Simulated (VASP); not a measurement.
# Sb (I4/mmm) in VASP: further runs

Aim: see how the results for Sb move with the level of theory and the settings. Levels: PBEsol, LDA. Tasks: single point.

Program: VASP 6.6.1. These are calculated values, not measurements. Logs are shortened: lines on timing, memory, paths and dates and some standing lists are left out, and cuts for length are marked.

## 1. The cell of the first run

The structure is tetragonal, space group I4/mmm (No. 139). Conventional cell: a = 3.132 Å, b = 3.132 Å, c = 5.387 Å, α = 90.00°, β = 90.00°, γ = 90.00°. Within 4.1 Å of Sb (site symmetry 4/mmm) lie 12 Sb at 3.13 to 3.49 Å.

## 2. Single point, PBEsol (volume scaled by 0.98)

Contents of INCAR:

```
SYSTEM = Sb
PREC     = Accurate       ! precision mode
ENCUT    = 520            ! plane-wave cutoff, eV
EDIFF    = 1E-6           ! SCF threshold, eV
ISMEAR   = -1             ! smearing method
SIGMA    = 0.05           ! smearing width, eV
LREAL    = .FALSE.        ! projectors in reciprocal space
LASPH    = .TRUE.         ! aspherical terms in the spheres
NELM     = 80             ! most SCF steps
ALGO     = Normal         ! electronic algorithm
ISIF     = 2              ! what is computed and relaxed
LWAVE    = .FALSE.        ! write WAVECAR
LCHARG   = .TRUE.         ! write CHGCAR
GGA      = PS             ! functional
LELF     = .TRUE.         ! ELF
LVHAR    = .TRUE.       
NBANDS   = 8              ! bands
```

Contents of KPOINTS:

```
regular mesh
0
G
  12 12 12
  0 0 0
```

Contents of POSCAR:

```
Sb
1.0
   -1.5659590577      1.5659590577      2.6937369538
    1.5659590577     -1.5659590577      2.6937369538
    1.5659590577      1.5659590577     -2.6937369538
Sb
1
Direct
    0.0000000000      0.0000000000      0.0000000000
```

Potentials or basis: VASP PAW PBE potentials, release 64 (Sb).

Command:

```bash
$ cat potpaw_PBE.64/Sb/POTCAR > POTCAR
$ mpirun -np 1 vasp_std > vasp.out
```

OUTCAR:

```text
SYSTEM = Sb
   PREC = Accurate
   ENCUT = 520
   EDIFF = 1E-6
   ISMEAR = -1
   LREAL = .FALSE.
   LASPH = .TRUE.
   NELM = 80
   ISIF = 2
   GGA = PS

 ion  position               nearest neighbor table
   1  0.000  0.000  0.000-

  LATTYP: Found a body centered tetragonal cell.
 ALAT       =     3.1319181154
 C/A-ratio  =     1.7201835135

  Lattice vectors:

 A1 = (  -1.5659590577,   1.5659590577,   2.6937369538)
 A2 = (   1.5659590577,  -1.5659590577,   2.6937369538)
 A3 = (   1.5659590577,   1.5659590577,  -2.6937369538)

Analysis of symmetry for initial positions (statically):
=====================================================================
 Subroutine PRICEL returns:
 Original cell was already a primitive cell.

 Routine SETGRP: Setting up the symmetry group for a
 body centered tetragonal supercell.

 Subroutine GETGRP returns: Found 16 space group operations
 (whereof 16 operations were pure point group operations)
 out of a pool of 16 trial point group operations.

The static configuration has the point symmetry D_4h.

Analysis of symmetry for dynamics (positions and initial velocities):
=====================================================================
 Subroutine PRICEL returns:
 Original cell was already a primitive cell.

 Routine SETGRP: Setting up the symmetry group for a
 body centered tetragonal supercell.

 Subroutine GETGRP returns: Found 16 space group operations
 (whereof 16 operations were pure point group operations)
 out of a pool of 16 trial point group operations.

The dynamic configuration has the point symmetry D_4h.

 Subroutine INISYM returns: Found 16 space group operations
 (whereof 16 operations are pure point group operations),
 and found     1 'primitive' translations

----------------------------------------------------------------------------------------

                                     Primitive cell

  volume of cell :      26.4226

  direct lattice vectors                    reciprocal lattice vectors
    -1.565959058  1.565959058  2.693736954     0.000000000  0.319293150  0.185615748
     1.565959058 -1.565959058  2.693736954     0.319293150  0.000000000  0.185615748
     1.565959058  1.565959058 -2.693736954     0.319293150  0.319293150  0.000000000

  length of vectors
     3.487215840  3.487215840  3.487215840     0.369325495  0.369325495  0.451548703

  position of ions in fractional coordinates (direct lattice)
     0.000000000  0.000000000  0.000000000

  ion indices of the primitive-cell ions
   primitive index   ion index
                 1           1

----------------------------------------------------------------------------------------

 KPOINTS: regular mesh

Automatic generation of k-mesh.
 Grid dimensions read from file:
 generate k-points for:   12   12   12

 Generating k-lattice:

  Cartesian coordinates                     Fractional coordinates (reciprocal lattice)
     0.000000000  0.026607762  0.015467979     0.083333333  0.000000000  0.000000000
     0.026607762  0.000000000  0.015467979     0.000000000  0.083333333  0.000000000
     0.026607762  0.026607762  0.000000000     0.000000000  0.000000000  0.083333333

  Length of vectors
     0.030777125  0.030777125  0.037629059

  Shift w.r.t. Gamma in fractional coordinates (k-lattice)
     0.000000000  0.000000000  0.000000000

 Subroutine IBZKPT returns following result:
 ===========================================

 Found    163 irreducible k-points:

 Following reciprocal coordinates:
            Coordinates               Weight
  0.000000  0.000000  0.000000      1.000000
  0.083333  0.000000  0.000000      8.000000
  0.166667  0.000000  0.000000      8.000000
  0.250000 -0.000000  0.000000      8.000000
  0.333333  0.000000  0.000000      8.000000
  0.416667 -0.000000  0.000000      8.000000
[... 16 lines left out ...]
  0.500000  0.166667 -0.000000     16.000000
 -0.416667  0.166667  0.000000     16.000000
 [... further k-points ...]
   k-points           NKPTS =    163   k-points in BZ     NKDIM =    163   number of bands    NBANDS=      8
   number of dos      NEDOS =    301   number of ions     NIONS =      1
   total plane-waves  NPLWV =  21952
   dimension x,y,z NGX =    28 NGY =   28 NGZ =   28
   dimension x,y,z NGXF=    56 NGYF=   56 NGZF=   56
   ions per type =               1
   NGX,Y,Z   is equivalent  to a cutoff of  13.35, 13.35, 13.35 a.u.
   NGXF,Y,Z  is equivalent  to a cutoff of  26.70, 26.70, 26.70 a.u.
 SYSTEM =  Sb
   PREC   = accura    normal or accurate (medium, high low for compatibility)
   ISTART =      0    job   : 0-new  1-cont  2-samecut
   ICHARG =      2    charge: 1-file 2-atom 10-const
   ISPIN  =      1    spin polarized calculation?
   LNONCOLLINEAR =      F non collinear calculations
   LSORBIT =      F    spin-orbit coupling
   LASPH  =      T    aspherical Exc in radial PAW
   ENCUT  =  520.0 eV  38.22 Ry    6.18 a.u.   6.48  6.48  6.48*2*pi/ulx,y,z
   NELM   =     80;   NELMIN=  2; NELMDL= -5     # of ELM steps
   EDIFF  = 0.1E-05   stopping-criterion for ELM
   LREAL  =      F    real-space projection
   EDIFFG = 0.1E-04   stopping-criterion for IOM
   NSW    =      0    number of steps for IOM
   IBRION =     -1    ionic relax: 0-MD 1-quasi-New 2-CG
   NFREE  =      0    steps in history (QN), initial steepest desc. (CG)
   ISIF   =      2    stress and relaxation
   ISYM   =      2    0-nonsym 1-usesym 2-fastsym
   POTIM  = 0.5000    time-step for ionic-motion
   TEBEG  =    0.0;   TEEND  =   0.0 temperature during run
   PSTRESS=    0.0 pullay stress
   NELECT =       5.0000    total number of electrons
   NUPDOWN=      -1.0000    fix difference up-down
   EMIN   =  10.00;   EMAX   =-10.00  energy-range for DOS
   EFERMI =   0.00;   METHOD = LEGACY
   ISMEAR =    -1;   SIGMA  =   0.05  broadening in eV -4-tet -1-fermi 0-gaus
   EFERMI_NEDOS =   21; number of points for ismear=-14 and -15
   IALGO  =     38    algorithm
   IMIX   =      4    mixing-type and parameters
     AMIX     =   0.40;   BMIX     =  1.00
     AMIX_MAG =   1.60;   BMIX_MAG =  1.00
  volume/ion in A,a.u.               =      26.42       178.31
  Fermi-wavevector in a.u.,A,eV,Ry     =   0.939881  1.776117 12.019062  0.883376
  Thomas-Fermi vector in A             =   2.067237
   LORBIT       =      0    0 simple, 1 ext, 2 COOP (PROOUT), +10 PAW based schemes
   GGA     = PS    functional components
   LHFCALC =     F    Hartree Fock is set to
   AEXX    =    0.0000 exact exchange contribution
   IVDW    =     0    specifies the selected vdW correction
   LEPSILON=     F    determine dielectric tensor
   LRPA    =     F    only Hartree local field effects (RPA)
 non-spin polarized calculation
  energy-cutoff  :      520.00
  volume of cell :       26.42
 maximum number of plane-waves:       739
 NGX is ok and might be reduce to    28
   NGX = 13   NGY = 13   NGZ = 13

 number of electron       5.0000000 magnetization

 Free energy of the ion-electron system (eV)
  ---------------------------------------------------
  ext. energy  EPLUGINS =         0.00000000
  ---------------------------------------------------
  free energy    TOTEN  =        -4.31724936 eV

  energy without entropy =       -4.31182608  energy(sigma->0) =       -4.31453772

 E-fermi :   8.6305     XC(G=0): -10.4047

 val. band max:        8.5921063789   @ k =  -0.3333   0.3333   0.0000
 cond. band min:       8.6693072390   @ k =  -0.3333   0.5000   0.0833
 fundamental gap:      0.0772008601
 Fermi energy:         8.6305071482

 k-point     1 :       0.0000    0.0000    0.0000
  band No.  band energies     occupation
      1      -4.4890      2.00000
      2      13.4167      0.00000
      3      14.2065      0.00000
      4      14.2065      0.00000
      5      18.1150      0.00000
      6      19.2889      0.00000
      7      19.4081      0.00000
      8      19.4620      0.00000

 k-point     2 :       0.0833    0.0000    0.0000
  band No.  band energies     occupation
      1      -4.3469      2.00000
      2      12.6927      0.00000
      3      13.3296      0.00000
      4      14.1741      0.00000
      5      17.8172      0.00000
      6      18.4398      0.00000
      7      19.3131      0.00000
      8      19.6938      0.00000

 k-point     3 :       0.1667    0.0000    0.0000
  band No.  band energies     occupation
      1      -3.9224      2.00000
      2      10.3851      0.00000
      3      12.4816      0.00000
      4      14.1093      0.00000
      5      16.7021      0.00000
      6      18.2205      0.00000
      7      20.2686      0.00000
      8      20.3131      0.00000

 k-point     4 :       0.2500   -0.0000    0.0000
  band No.  band energies     occupation
      1      -3.2240      2.00000
      2       7.8795      2.00000
      3      11.6733      0.00000
      4      14.0688      0.00000
      5      15.8530      0.00000
      6      18.0843      0.00000
      7      20.8479      0.00000
      8      21.6281      0.00000

 k-point     5 :       0.3333    0.0000    0.0000
  band No.  band energies     occupation
      1      -2.2798      2.00000
      2       5.5575      2.00000
      3      11.0162      0.00000
      4      14.0794      0.00000
      5      15.2598      0.00000
      6      18.1680      0.00000
      7      20.2916      0.00000
      8      20.8363      0.00000
[... 177 lines left out ...]
 k-point    22 :       0.4167    0.1667    0.0000
  band No.  band energies     occupation
      1      -0.2672      2.00000
      2       3.5040      2.00000
      3       9.3940      0.00000
      4      10.9708      0.00000
      5      15.4449      0.00000
      6      17.1026      0.00000
      7      21.4163      0.00000
      8      22.6600      0.00000

 k-point    23 :       0.5000    0.1667   -0.0000
  band No.  band energies     occupation
      1      -0.2452      2.00000
      2       3.4601      2.00000
      3       9.5851      0.00000
      4      11.1966      0.00000
      5      15.1578      0.00000
      6      16.9782      0.00000
      7      20.8468      0.00000
      8      22.2891      0.00000

 k-point    24 :      -0.4167    0.1667    0.0000
  band No.  band energies     occupation
      1      -1.2170      2.00000
      2       4.9597      2.00000
      3       9.9542      0.00000
      4      11.5122      0.00000
      5      15.2730      0.00000
      6      17.0914      0.00000
      7      19.2024      0.00000
      8      22.5972      0.00000

 [... further k-points ...]
[... 5 lines left out ...]
  --------------------------------------------------------------------------------------
  -------------------------------------------------------------------------------------
  Total        0.0627511      0.0627511     -0.0938063      0.0000000     -0.0000000      0.0000000
  in kB        3.8050118      3.8050118     -5.6880893      0.0000000     -0.0000000      0.0000000
  external PRESSURE =       0.6406448 kB  Pullay stress =       0.0000000 kB

 VOLUME and BASIS-vectors are now :
 -----------------------------------------------------------------------------
  energy-cutoff  :      520.00
  volume of cell :       26.42
      direct lattice vectors                 reciprocal lattice vectors
    -1.565959058  1.565959058  2.693736954     0.000000000  0.319293150  0.185615748
     1.565959058 -1.565959058  2.693736954     0.319293150  0.000000000  0.185615748
     1.565959058  1.565959058 -2.693736954     0.319293150  0.319293150  0.000000000

 POSITION                                       TOTAL-FORCE (eV/Angst)
 -----------------------------------------------------------------------------------
      0.00000      0.00000      0.00000         0.000000      0.000000      0.000000
 -----------------------------------------------------------------------------------
    total drift:                               -0.000000      0.000000      0.000000

  FREE ENERGIE OF THE ION-ELECTRON SYSTEM (eV)
  ---------------------------------------------------
  free  energy   TOTEN  =        -4.3172493644 eV

  energy  without entropy=       -4.3118260839  energy(sigma->0) =       -4.31453772
```

Run time: 29 s. Hardware: 1 thread of Intel Xeon Platinum 8488C (Sapphire Rapids), shared host; peak memory 0.18 GiB.

What came out:

* Free energy: -4.3172 eV
* Pressure: 0.1 GPa

Stress tensor (GPa, compression positive):
```
 0.38  0.00  0.00
 0.00  0.38  0.00
 0.00  0.00 -0.57
```

Caveat: the cell differs from its parent crystal (volume scaled by 0.98); the PAW data sets were made with another functional, which shifts forces and pressure a little; spin-orbit coupling is left out, which moves the levels of the heavy elements.

## 3. Single point, LDA

This run uses another cell than the first one, of 26.96 Å³/atom, 1.020 times its volume.

Contents of INCAR:

```
PREC = Accurate ; ENCUT = 520
EDIFF = 1E-6 ; ISMEAR = -1
SIGMA = 0.05 ; LREAL = False
LASPH = True ; NELM = 100
ALGO = Normal ; ISIF = 2
LWAVE = False ; LCHARG = False
GGA = CA ; NBANDS = 8
```

Contents of KPOINTS:

```
regular mesh
0
Gamma
  12 12 12
```

Contents of POSCAR:

```
Sb
1.0
   -1.5765401831      1.5765401831      2.7119384313
    1.5765401831     -1.5765401831      2.7119384313
    1.5765401831      1.5765401831     -2.7119384313
Sb
1
Direct
    0.0000000000      0.0000000000      0.0000000000
```

Potentials or basis: VASP PAW LDA potentials, release 64 (Sb).

Command:

```bash
$ cat potpaw_LDA.64/Sb/POTCAR > POTCAR
$ mpirun -np 1 vasp_std > vasp.out
```

Run time: 32 s. Hardware: 1 thread of Intel Xeon Platinum 8488C (Sapphire Rapids), shared host; peak memory 0.16 GiB.

The run converged. Its results:

```
Free energy : -4.5479 eV
Pressure    : -2.3 GPa
```

Stress tensor (GPa, compression positive):
```
-2.28  0.00  0.00
 0.00 -2.28  0.00
 0.00  0.00 -2.42
```

Levels at points of the mesh, in eV from the Fermi level:
| k point | band 1 | band 2 | band 3 | band 4 | band 5 | band 6 | band 7 | band 8 |
| --- | --- | --- | --- | --- | --- | --- | --- | --- |
| (0.00, 0.00, 0.00) | -12.96 | 4.55 | 5.35 | 5.35 | 9.19 | 10.45 | 10.52 | 10.52 |
| (0.50, 0.00, 0.00) | -9.17 | -5.77 | 1.74 | 5.29 | 6.12 | 10.01 | 10.52 | 10.54 |
| (0.50, 0.50, 0.00) | -6.72 | -4.37 | -1.03 | 0.57 | 3.51 | 4.41 | 14.91 | 15.59 |
| (0.50, 0.50, 0.50) | -9.32 | -5.64 | 2.08 | 2.08 | 5.89 | 6.10 | 16.85 | 16.85 |

Caveat: spin-orbit coupling is left out, which moves the levels of the heavy elements.
